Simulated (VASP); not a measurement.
# HfSiO4 (P-4m2) in VASP: a series of runs, part 2 of 2

VASP 6.6.1.

## 3. Single point, PBE

This run uses another cell than the first one, of 10.26 Å³/atom.

Contents of INCAR:

```
ALGO = Normal
EDIFF = 1E-7
ENCUT = 520
GGA = PE
ISIF = 2
ISMEAR = -1
LASPH = True
LCHARG = False
LREAL = False
LWAVE = False
NBANDS = 28
NELM = 80
PREC = Accurate
SIGMA = 0.02
```

Contents of KPOINTS:

```
k-points
0
Gamma
  8 8 4
```

Contents of POSCAR:

```
HfSiO4
1.0
    3.2856928626      0.0000000000      0.0000000000
    0.0000000000      3.2856928626      0.0000000000
    0.0000000000      0.0000000000      5.7004959659
Hf Si O
1 1 4
Direct
    0.5000000000      0.5000000000      0.5000000000
    0.0000000000      0.0000000000      0.0000000000
    0.5000000000      0.0000000000      0.6763713356
    0.0000000000      0.5000000000      0.8779573389
    0.0000000000      0.5000000000      0.3236286644
    0.5000000000      0.0000000000      0.1220426611
```

Potentials or basis: VASP PAW PBE potentials, release 64 (Hf_pv, Si, O).

Launch:

```sh
$ cat potpaw_PBE.64/Hf_pv/POTCAR potpaw_PBE.64/Si/POTCAR potpaw_PBE.64/O/POTCAR > POTCAR
$ mpirun -np 1 vasp_std > vasp.out
```

OUTCAR:

```text
EDIFF = 1E-7
   ENCUT = 520
   GGA = PE
   ISIF = 2
   ISMEAR = -1
   LASPH = True
   LREAL = False
   NELM = 80
   PREC = Accurate

 ion  position               nearest neighbor table
   1  0.500  0.500  0.500-   3 1.93   5 1.93   3 1.93   5 1.93   4 2.71   6 2.71   4 2.71   6 2.71

   2  0.000  0.000  0.000-   4 1.78   6 1.78   4 1.78   6 1.78   5 2.47   5 2.47   3 2.47   3 2.47

   3  0.500  0.000  0.676-   1 1.93   1 1.93   2 2.47   2 2.47
   4  0.000  0.500  0.878-   2 1.78   2 1.78   1 2.71   1 2.71
   5  0.000  0.500  0.324-   1 1.93   1 1.93   2 2.47   2 2.47
   6  0.500  0.000  0.122-   2 1.78   2 1.78   1 2.71   1 2.71

  LATTYP: Found a simple tetragonal cell.
 ALAT       =     3.2856928626
 C/A-ratio  =     1.7349448668

  Lattice vectors:

 A1 = (   3.2856928626,   0.0000000000,   0.0000000000)
 A2 = (   0.0000000000,   3.2856928626,   0.0000000000)
 A3 = (   0.0000000000,   0.0000000000,   5.7004959659)

Analysis of symmetry for initial positions (statically):
=====================================================================
 Subroutine PRICEL returns:
 Original cell was already a primitive cell.

 Routine SETGRP: Setting up the symmetry group for a
 simple tetragonal supercell.

 Subroutine GETGRP returns: Found  8 space group operations
 (whereof  8 operations were pure point group operations)
 out of a pool of 16 trial point group operations.

The static configuration has the point symmetry D_2d.

Analysis of symmetry for dynamics (positions and initial velocities):
=====================================================================
 Subroutine PRICEL returns:
 Original cell was already a primitive cell.

 Routine SETGRP: Setting up the symmetry group for a
 simple tetragonal supercell.

 Subroutine GETGRP returns: Found  8 space group operations
[... 128 lines left out ...]
   IALGO  =     38    algorithm
   IMIX   =      4    mixing-type and parameters
     AMIX     =   0.40;   BMIX     =  1.00
     AMIX_MAG =   1.60;   BMIX_MAG =  1.00
  volume/ion in A,a.u.               =      10.26        69.22
  Fermi-wavevector in a.u.,A,eV,Ry     =   1.394057  2.634386 26.441490  1.943395
  Thomas-Fermi vector in A             =   2.517643
   LORBIT       =      0    0 simple, 1 ext, 2 COOP (PROOUT), +10 PAW based schemes
   GGA     = PE    functional components
   LHFCALC =     F    Hartree Fock is set to
   AEXX    =    0.0000 exact exchange contribution
   IVDW    =     0    specifies the selected vdW correction
   LEPSILON=     F    determine dielectric tensor
   LRPA    =     F    only Hartree local field effects (RPA)
 non-spin polarized calculation
  energy-cutoff  :      520.00
  volume of cell :       61.54
 maximum number of plane-waves:      1712
   NGX = 13   NGY = 13   NGZ = 21

 number of electron      37.9999993 magnetization

 Free energy of the ion-electron system (eV)
  ---------------------------------------------------
  ext. energy  EPLUGINS =         0.00000000
  ---------------------------------------------------
  free energy    TOTEN  =       -50.79691304 eV

  energy without entropy =      -50.79691304  energy(sigma->0) =      -50.79691304

 E-fermi :   4.7827     XC(G=0): -11.5130

 val. band max:        4.4099492802   @ k =   0.5000   0.5000   0.5000
 cond. band min:       6.9013627350   @ k =   0.0000   0.0000   0.0000
 fundamental gap:      2.4914134548
 Fermi energy:         4.7827463031

 k-point     1 :       0.0000    0.0000    0.0000
  band No.  band energies     occupation
      1     -24.6392      2.00000
      2     -24.3211      2.00000
      3     -24.3211      2.00000
      4     -15.0668      2.00000
      5     -12.7556      2.00000
      6     -12.4620      2.00000
[... 733 lines left out ...]
     27      14.8371      0.00000
     28      16.0701      0.00000

 [... further k-points ...]

------------------------ aborting loop because EDIFF is reached ----------------------------------------

  FORCE on cell =-STRESS in cart. coord.  units (eV):
  Direction    XX          YY          ZZ          XY          YZ          ZX
  --------------------------------------------------------------------------------------
  -------------------------------------------------------------------------------------
  Total        2.4332323      2.4332323      1.5406236      0.0000000      0.0000000      0.0000000
  in kB       63.3472229     63.3472229     40.1088817      0.0000000      0.0000000      0.0000000
  external PRESSURE =      55.6011091 kB  Pullay stress =       0.0000000 kB

 VOLUME and BASIS-vectors are now :
 -----------------------------------------------------------------------------
  energy-cutoff  :      520.00
  volume of cell :       61.54
      direct lattice vectors                 reciprocal lattice vectors
     3.285692863  0.000000000  0.000000000     0.304349810  0.000000000  0.000000000
     0.000000000  3.285692863  0.000000000     0.000000000  0.304349810  0.000000000
     0.000000000  0.000000000  5.700495966     0.000000000  0.000000000  0.175423333

 POSITION                                       TOTAL-FORCE (eV/Angst)
 -----------------------------------------------------------------------------------
      1.64285      1.64285      2.85025        -0.000000      0.000000      0.000000
      0.00000      0.00000      0.00000         0.000000     -0.000000      0.000000
      1.64285      0.00000      3.85565        -0.000000     -0.000000      0.185560
      0.00000      1.64285      5.00479        -0.000000     -0.000000     -0.263277
      0.00000      1.64285      1.84484        -0.000000     -0.000000     -0.185560
      1.64285      0.00000      0.69570         0.000000     -0.000000      0.263277
 -----------------------------------------------------------------------------------
    total drift:                                0.000000      0.000000     -0.000000

  FREE ENERGIE OF THE ION-ELECTRON SYSTEM (eV)
  ---------------------------------------------------
  free  energy   TOTEN  =       -50.7969130427 eV

  energy  without entropy=      -50.7969130426  energy(sigma->0) =      -50.79691304
```

OSZICAR:

```text
N       E                     dE             d eps       ncg     rms          rms(c)
DAV:   1     0.190797529629E+03    0.19080E+03   -0.21439E+04  2528   0.132E+03
DAV:   2    -0.482795753613E+02   -0.23908E+03   -0.23130E+03  3072   0.319E+02
DAV:   3    -0.586411539814E+02   -0.10362E+02   -0.10316E+02  3104   0.626E+01
DAV:   4    -0.587199537417E+02   -0.78800E-01   -0.78744E-01  3112   0.605E+00
DAV:   5    -0.587207366784E+02   -0.78294E-03   -0.78287E-03  3040   0.570E-01    0.689E+01
DAV:   6    -0.508753947625E+02    0.78453E+01   -0.28723E+01  2824   0.345E+01    0.494E+01
DAV:   7    -0.508210116183E+02    0.54383E-01   -0.15905E+00  2988   0.852E+00    0.231E+01
DAV:   8    -0.508009757382E+02    0.20036E-01   -0.17115E-01  3020   0.360E+00    0.327E+00
DAV:   9    -0.507968328406E+02    0.41429E-02   -0.19917E-02  2828   0.104E+00    0.156E+00
DAV:  10    -0.507972719627E+02   -0.43912E-03   -0.55348E-03  3128   0.604E-01    0.739E-01
DAV:  11    -0.507968754674E+02    0.39650E-03   -0.18476E-03  2956   0.377E-01    0.307E-01
DAV:  12    -0.507969176038E+02   -0.42136E-04   -0.19661E-04  2948   0.859E-02    0.116E-01
DAV:  13    -0.507969120731E+02    0.55308E-05   -0.58987E-05  2820   0.631E-02    0.136E-02
DAV:  14    -0.507969130349E+02   -0.96187E-06   -0.73216E-06  2848   0.183E-02    0.522E-03
DAV:  15    -0.507969130427E+02   -0.77152E-08   -0.75427E-07  3004   0.543E-03
   1 F= -.50796913E+02 E0= -.50796913E+02  d E =-.287896E-10
```

stdout:

```text
POSCAR found type information on POSCAR HfSiO
 POSCAR found :  3 types and       6 ions
 scaLAPACK will be used
 LDA part: xc-table for (Slater+PW92), standard interpolation
 POSCAR, INCAR and KPOINTS ok, starting setup
 FFT: planning ... GRIDC
 FFT: planning ... GRID_SOFT
 FFT: planning ... GRID
 WAVECAR not read
 entering main loop
```

Run time: 68 s. Hardware: 1 thread of Intel Xeon Platinum 8259CL at 2.50GHz (Skylake/Cascade Lake), shared host; peak memory 0.21 GiB.

Results:

```yaml
Free_energy: -50.7969 eV
Pressure: 5.6 GPa
Largest_force: 0.263 eV/Å
Band_gap_on_the_k_mesh: 2.49 eV (least direct gap 2.72 eV)
```

Forces in eV/Å, atoms in the order of the input:
```
Hf   0.000  0.000  0.000
Si   0.000  0.000  0.000
O    0.000  0.000  0.186
O    0.000  0.000 -0.263
O    0.000  0.000 -0.186
O    0.000  0.000  0.263
```

Stress tensor (GPa, compression positive):
```
6.33 0.00 0.00
0.00 6.33 0.00
0.00 0.00 4.01
```

Levels at points of the mesh, in eV from the valence-band top:
```csv
k point,band 15,band 16,band 17,band 18,band 19,band 20,band 21,band 22,band 23,band 24
"(0.00, 0.00, 0.00)",-1.70,-1.70,-0.56,-0.23,-0.23,2.49,6.10,6.10,6.74,7.68
"(0.50, 0.00, 0.00)",-1.48,-1.43,-1.36,-0.85,-0.80,4.48,6.02,6.24,6.57,7.63
"(0.50, 0.50, 0.00)",-1.71,-1.15,-1.02,-1.02,-0.32,5.62,5.62,6.47,6.48,9.04
"(0.00, 0.00, 0.50)",-2.19,-2.19,-2.03,-0.18,-0.18,3.53,4.90,6.11,7.48,8.19
"(0.50, 0.00, 0.50)",-2.24,-1.68,-1.26,-0.92,-0.71,4.70,5.90,6.31,7.04,8.34
"(0.50, 0.50, 0.50)",-1.68,-1.48,-1.25,-1.25,0.00,5.95,5.95,6.14,6.50,9.02
```

Caveat: the cell stands under pressure; spin-orbit coupling is left out, which moves the levels of the heavy elements.
